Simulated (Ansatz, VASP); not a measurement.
Si4Cl in VASP and in Ansatz

```
Si Cl
1.0
     3.83334    0.00000    0.00000
    -1.91667    3.31977    0.00000
     0.00000    0.00000   20.90838
Si Cl
4 1
Direct
  0.33333 0.66667 0.19131
  0.00000 0.00000 0.22873
  0.00000 0.00000 0.34687
  0.66667 0.33333 0.37824
  0.83333 0.00000 0.48346
```

Alike in both runs: task single point; functional PBE; dispersion D3(BJ); k mesh 9 × 9 × 1; occupations gaussian, width 0.05 eV; collinear spin.

|  | VASP | Ansatz |
| --- | --- | --- |
| version | VASP 6.6.1 | Ansatz 0.2.0 |
| potentials or method | VASP PAW PBE potentials, release 64 (Si, Cl), cutoff 400 eV | scalar-relativistic, plane waves, PAW |
| valence electrons in the cell | 23 | 23 |

```tsv
	VASP	Ansatz	Ansatz less VASP
gap on the k mesh at the Fermi level (eV)	none	none	-
rms of the force components (eV/Å)	0.525	0.525	-0.0005
net moment per atom (μB)	0.15	0.15	-0.001
```

Atom by atom the forces differ by 0.003 eV/Å (rms over components). A gap of «none» marks a metal or a gap that the smearing closes. Ansatz's warnings: dispersion switch in reach.
